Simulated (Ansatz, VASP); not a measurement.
## SrTiO3 in VASP and in Ansatz

The input INCAR:

```
SYSTEM = SrTiO3
PREC = Accurate
ENCUT = 520
EDIFF = 1E-6
ISMEAR = 0
SIGMA = 0.05
LREAL = .False.
LASPH = .True.
NELM = 80
ALGO = Normal
ISIF = 2
LWAVE = .False.
LCHARG = .False.
GGA = PE
NBANDS = 28
```

The input KPOINTS:

```
Automatic mesh
0
Gamma
  8 8 8
  0 0 0
```

File POSCAR:

```
SrTiO3
1.0
    3.9364094381      0.0000000000      0.0000000000
    0.0000000000      3.9364094381      0.0000000000
    0.0000000000      0.0000000000      3.9364094381
Sr Ti O
1 1 3
Direct
   -0.0479621717      0.0000000000      0.0000000000
    0.5585304968      0.5000000000      0.5000000000
    0.0203285654      0.5000000000      0.5000000000
    0.5336123970      0.0000000000      0.5000000000
    0.5336123970      0.5000000000      0.0000000000
```

Input for Ansatz:

```yaml
crystal:
  lattice:
    - [3.9364094381, 0.0, 0.0]
    - [0.0, 3.9364094381, 0.0]
    - [0.0, 0.0, 3.9364094381]
  atoms:
    - { symbol: Sr, position: [-0.0479621717, 0.0, 0.0] }
    - { symbol: Ti, position: [0.5585304968, 0.5, 0.5] }
    - { symbol: O, position: [0.0203285654, 0.5, 0.5] }
    - { symbol: O, position: [0.533612397, 0.0, 0.5] }
    - { symbol: O, position: [0.533612397, 0.5, 0.0] }
basis:
  ecutwfc: 520.0
kpoints:
  mp_grid: { grid: [8, 8, 8] }
hamiltonian:
  xc: pbe
  pseudopotentials: { kind: paw, azcp: { folder: soft_1 } }
scf:
  occupations: { method: gaussian, width: 0.05 }
output:
  forces: true
  stress: true
  eigenvalues: true
```

Change from the starting cell: mode 1 frozen in at +0.000 Å and mode 7 at -0.230 Å (largest displacements).

Alike in both runs: task single point; functional PBE; k mesh 8 × 8 × 8; occupations gaussian, width 0.05 eV; no spin polarisation.

```csv
,VASP,Ansatz
version,VASP 6.6.1,Ansatz 0.2.0
potentials or method,"VASP PAW PBE potentials, release 64 (Sr_sv, Ti_sv, O), cutoff 520 eV","scalar-relativistic, plane waves, PAW"
valence electrons in the cell,40,40
```

Ansatz gave:

- gap on the k mesh at the Fermi level (eV): 1.91
- least direct gap on the mesh (eV): 2.33
- pressure (GPa): 4.4
- traceless stress, the component that is largest in VASP (GPa): 1.34
- rms of the force components (eV/Å): 0.502

Problem. What did VASP give for the same quantities?

Solution. gap on the k mesh at the Fermi level (eV): 1.88; least direct gap on the mesh (eV): 2.31; pressure (GPa): 5.1; traceless stress, the component that is largest in VASP (GPa): 1.39; rms of the force components (eV/Å): 0.531.

Atom by atom the forces differ by 0.034 eV/Å (rms over components).
